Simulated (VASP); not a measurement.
# CoO in VASP: settings compared, part 2 of 2

VASP 6.6.1. Earlier steps stand in the parts before.

## Step 5: Single point, PBEsol, collinear spin, ferromagnetic start

This run uses another cell than the first one, of 8.82 Å³/atom.

INCAR

```
PREC = Accurate
ENCUT = 520
EDIFF = 1E-7
ISMEAR = 0
SIGMA = 0.1
LREAL = F
LASPH = T
NELM = 150
ALGO = Normal
ISIF = 2
LWAVE = F
LCHARG = F
ISPIN = 2
MAGMOM = 2.74 0.38
LORBIT = 11
LMAXMIX = 4
GGA = PS
NBANDS = 18
```

KPOINTS

```
Automatic mesh
0
Gamma
  4 4 4
```

POSCAR

```
CoO
1.0
   -1.4609872367      1.4609872367      2.0661022505
    1.4609872367     -1.4609872367      2.0661022505
    1.4609872367      1.4609872367     -2.0661022505
Co O
1 1
Direct
    0.0000000000      0.0000000000      0.0000000000
    0.5000000000      0.5000000000      0.0000000000
```

Potentials or basis: VASP PAW PBE potentials, release 64 (Co, O).

Started as:

```bash
$ cat potpaw_PBE.64/Co/POTCAR potpaw_PBE.64/O/POTCAR > POTCAR
$ mpirun -np 1 vasp_std > vasp.out
```

Run time: 23 s. Hardware: 1 thread of Intel Xeon 8259CL, shared host; peak memory 0.15 GiB.

It converged, with:

- Free energy: -14.0572 eV
- Pressure: -0.3 GPa
- Net moment: 2.37 μB per cell
- Site moments: Co +2.15; O +0.18 μB
- Valence electrons inside the program's atomic spheres: Co 8.00; O 4.98

Levels at points of the mesh, in eV from the Fermi level:
Spin up:
| k point | band 7 | band 8 | band 9 | band 10 | band 11 | band 12 |
| --- | --- | --- | --- | --- | --- | --- |
| (0.00, 0.00, 0.00) | -3.02 | -3.02 | -3.02 | 1.38 | 16.85 | 18.71 |
| (0.50, 0.00, 0.00) | -1.55 | 0.50 | 0.50 | 5.07 | 10.08 | 13.88 |
| (0.50, 0.50, 0.00) | -1.91 | -1.77 | -1.76 | 6.40 | 10.20 | 11.99 |
| (0.50, 0.50, 0.50) | -1.91 | -1.76 | -1.76 | 6.40 | 10.20 | 11.99 |
Spin down:
```
           k point  band 4  band 5  band 6  band 7  band 8  band 9
(0.00, 0.00, 0.00)   -3.30   -1.33   -1.33   -1.33   -0.40   -0.40
(0.50, 0.00, 0.00)   -5.58   -0.18   -0.18    0.15    2.60    2.60
(0.50, 0.50, 0.00)   -4.64   -2.69    0.15    0.15    0.15    0.80
(0.50, 0.50, 0.50)   -4.65   -2.69    0.14    0.15    0.15    0.80
```

Caveat: the k points lie up to 0.66 Å⁻¹ apart; the PAW data sets were made with another functional, which shifts forces and pressure a little; a cell with one magnetic atom can't hold antiferromagnetic order, which such compounds often take; semilocal functionals often make such compounds metallic where correlation or magnetic order opens a gap, which also shifts bond lengths.

## Step 6: Relaxation of cell and atoms, PBEsol, collinear spin, ferromagnetic start

This run uses another cell than the first one, of 9.58 Å³/atom.

INCAR

```
PREC = Accurate
ENCUT = 600
EDIFF = 1E-6
ISMEAR = 0
SIGMA = 0.1
LREAL = False
LASPH = True
NELM = 150
ALGO = Normal
ISIF = 3
LWAVE = False
LCHARG = False
ISPIN = 2
MAGMOM = 2.74 0.38
LORBIT = 11
LMAXMIX = 4
GGA = PS
IBRION = 2
NSW = 80
EDIFFG = -0.01
```

KPOINTS is that of step 5.

POSCAR

```
CoO
1.0
   -1.5080001529      1.5080001529      2.1072499549
    1.5080001529     -1.5080001529      2.1072499549
    1.5080001529      1.5080001529     -2.1072499549
Co O
1 1
Direct
    0.0000000000      0.0000000000      0.0000000000
    0.5000000000      0.5000000000      0.0000000000
```

Potentials or basis: VASP PAW PBE potentials, release 64 (Co, O).

Started as:

```bash
$ cat potpaw_PBE.64/Co/POTCAR potpaw_PBE.64/O/POTCAR > POTCAR
$ mpirun -np 1 vasp_std > vasp.out
```

Run time: 2.3 min. Hardware: 1 thread of Intel Xeon 8259CL, shared host; peak memory 0.16 GiB.

Results (log left out):

| Quantity | Value |
| --- | --- |
| Free energy | -14.0630 eV |
| Relaxed volume | 8.80 Å³/atom |
| Relaxed cell | a = 2.920 Å, b = 2.920 Å, c = 2.920 Å, α = 120.00°, β = 120.00°, γ = 90.00° |
| Space group after relaxing (to 0.1 Å) | Fm-3m (No. 225) |
| Energy gained by relaxing | 43.0 meV/atom |
| Ionic steps | 8 |
| Pressure after relaxing | 0.0 GPa |
| Net moment | 2.38 μB per cell |
| Site moments | Co +2.15; O +0.18 μB |
| Valence electrons inside the program's atomic spheres | Co 8.01; O 4.98 |

The path:
| step | energy change (eV) | largest force (eV/Å) | pressure (GPa) | volume (Å³) |
| --- | --- | --- | --- | --- |
| 1 | 0.0000 | 0.0000 | -15.99 | 19.17 |
| 2 | -0.0421 | 0.0000 | 15.12 | 16.64 |
| 3 | -0.0854 | 0.0000 | -0.10 | 17.61 |
| 4 | -0.0853 | 0.0000 | 0.28 | 17.58 |
| 5 | -0.0857 | 0.0000 | 0.34 | 17.58 |
| 6 | -0.0860 | 0.0000 | 0.43 | 17.57 |
| 7 | -0.0860 | 0.0000 | -0.57 | 17.64 |
| 8 | -0.0861 | 0.0000 | -0.01 | 17.60 |

Final structure:
```
CELL_PARAMETERS angstrom
-1.45984 1.45984 2.06460
1.45984 -1.45984 2.06460
1.45984 1.45984 -2.06460
ATOMIC_POSITIONS crystal
Co 0.00000 0.00000 0.00000
O 0.50000 0.50000 0.00000
```

Levels at points of the mesh, in eV from the Fermi level:
Spin up:
| k point | band 7 | band 8 | band 9 | band 10 | band 11 | band 12 |
| --- | --- | --- | --- | --- | --- | --- |
| (0.00, 0.00, 0.00) | -3.03 | -3.03 | -3.03 | 1.40 | 16.86 | 18.73 |
| (0.50, 0.00, 0.00) | -1.55 | 0.51 | 0.51 | 5.08 | 10.10 | 13.90 |
| (0.50, 0.50, 0.00) | -1.90 | -1.76 | -1.76 | 6.42 | 10.22 | 12.00 |
| (0.50, 0.50, 0.50) | -1.90 | -1.76 | -1.76 | 6.42 | 10.22 | 12.01 |
Spin down:
```csv
k point,band 2,band 3,band 4,band 5,band 6,band 7,band 8,band 9,band 10,band 11
"(0.00, 0.00, 0.00)",-3.30,-3.30,-3.30,-1.33,-1.33,-1.33,-0.41,-0.40,1.83,16.84
"(0.50, 0.00, 0.00)",-8.70,-5.60,-5.60,-0.18,-0.18,0.15,2.61,2.61,5.33,10.71
"(0.50, 0.50, 0.00)",-7.43,-4.66,-4.66,-2.70,0.14,0.15,0.15,0.80,7.14,10.57
"(0.50, 0.50, 0.50)",-7.43,-4.66,-4.66,-2.70,0.15,0.15,0.15,0.80,7.14,10.57
```

Caveat: the k points lie up to 0.66 Å⁻¹ apart in the final cell; the PAW data sets were made with another functional, which shifts forces and pressure a little; a cell with one magnetic atom can't hold antiferromagnetic order, which such compounds often take; semilocal functionals often make such compounds metallic where correlation or magnetic order opens a gap, which also shifts bond lengths. With open d or f shells a metallic result of PBEsol can be an artefact of self-interaction; +U or a hybrid may open a gap.

## Step 7: Overview

```tsv
task	level	potentials or basis	cell	k mesh	cutoff (eV)	gap on the mesh (eV)	pressure (GPa)	moment (μB)
single point	LDA	VASP PAW LDA potentials, release 64 (Co, O)	a = 2.881 Å, angles 120.0, 120.0, 90.0°, 2 atoms	20 × 20 × 20	520	none	-2.0	1.98
single point	PBEsol	VASP PAW PBE potentials, release 64 (Co, O)	a = 2.947 Å, angles 120.0, 120.0, 90.0°, 2 atoms	20 × 20 × 20	520	none	-0.8	2.71
single point	LDA	VASP PAW LDA potentials, release 64 (Co, O)	a = 2.998 Å, angles 119.6, 119.6, 90.7°, 2 atoms	20 × 20 × 20	520	none	-19.8	2.68
single point	PBEsol	VASP PAW PBE potentials, release 64 (Co, O)	a = 2.922 Å, angles 120.0, 120.0, 90.0°, 2 atoms	4 × 4 × 4	520	none	-0.3	2.37
relaxation of cell and atoms	PBEsol	VASP PAW PBE potentials, release 64 (Co, O)	relaxed from a = 2.998 Å, angles 119.6, 119.6, 90.7°, 2 atoms	4 × 4 × 4	600	none	0.0	2.38
```

Alike in all rows: spin collinear, ferromagnetic start; smearing gaussian 0.1 eV.

Caveats: some runs use coarse meshes; a cell with one magnetic atom can't hold antiferromagnetic order, which such compounds often take; semilocal functionals often make such compounds metallic where correlation or magnetic order opens a gap, which also shifts bond lengths; the PAW data sets were made with another functional, which shifts forces and pressure a little (at least some runs); the cell stands under tension (at least some runs).

Total energies depend on the potentials used, so only differences within one code and one set of settings carry meaning.
